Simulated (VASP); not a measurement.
A run of VASP 6.6.1:

INCAR

```
PREC = Accurate ; ENCUT = 520
EDIFF = 1E-6 ; ISMEAR = -1
SIGMA = 0.1 ; LREAL = F
LASPH = T ; NELM = 80
ALGO = Normal ; ISIF = 2
LWAVE = F ; LCHARG = F
GGA = PS ; NBANDS = 30
```

KPOINTS

```
regular mesh
0
Gamma
  3 3 3
```

Contents of POSCAR:

```
CsPbCl3
1.0
    5.5964248915      0.0000000000      0.0000000000
    0.0000000000      5.5964248915      0.0000000000
    0.0000000000      0.0000000000      5.5964248915
Cs Pb Cl
1 1 3
Direct
    0.0000000000      0.0000000000      0.0000000000
    0.5000000000      0.5000000000      0.5000000000
    0.5000000000      0.5000000000      0.0000000000
    0.0000000000      0.5000000000      0.5000000000
    0.5000000000      0.0000000000      0.5000000000
```

Potentials or basis: VASP PAW PBE potentials, release 64 (Cs_sv, Pb_d, Cl).

Command:

```sh
$ cat potpaw_PBE.64/Cs_sv/POTCAR potpaw_PBE.64/Pb_d/POTCAR potpaw_PBE.64/Cl/POTCAR > POTCAR
$ mpirun -np 1 vasp_std > vasp.out
```

Hardware: 1 thread of Intel(R) Xeon(R) Platinum 8259CL CPU @ 2.50GHz (Skylake/Cascade Lake) (shared host).

Q: How long does it take, and how much memory?

A: It took 21 s on 1 thread of Intel(R) Xeon(R) Platinum 8259CL CPU @ 2.50GHz (Skylake/Cascade Lake) (shared host), peak memory 0.25 GiB. Counts: scf iterations 13, k points 4.
